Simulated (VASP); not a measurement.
# TeW: single point with PBE

The system is TeW.

```
W Te
1.0
     0.00000    3.06183    3.06183
     3.06183    0.00000    3.06183
     3.06183    3.06183    0.00000
W Te
1 1
Direct
  0.00000 0.00000 0.00000
  0.25000 0.25000 0.25000
```

```json
{
 "Program": "VASP 6.6.1",
 "Task": "single point",
 "Functional": "PBE",
 "Potentials or basis": "VASP PAW PBE potentials, release 64 (W_sv, Te)",
 "Cutoff": "520 eV",
 "k mesh": "12 × 12 × 12",
 "Occupations": "gaussian, width 0.1 eV",
 "Spin": "collinear spin",
 "Starting moments": "[1.11, -0.02] μB",
 "Fixed moment": "1.5 μB",
 "Dipole correction": "no",
 "Further INCAR settings": "ALGO = Normal; EDIFF = 1e-06; NBANDS = 21"
}
```

| Item | Value |
| --- | --- |
| Pressure | 0.2 GPa |
| Net moment | 1.50 μB per cell |
| Site moments | W +1.17; Te -0.03 μB |
| Valence electrons inside the program's atomic spheres | W 11.96; Te 3.51 |

Wall time 69 s on 1 thread of Intel(R) Xeon(R) Platinum 8488C (Sapphire Rapids) (shared host), peak memory 0.29 GiB.

Caveat: the total moment is fixed, so each spin has its own Fermi level.
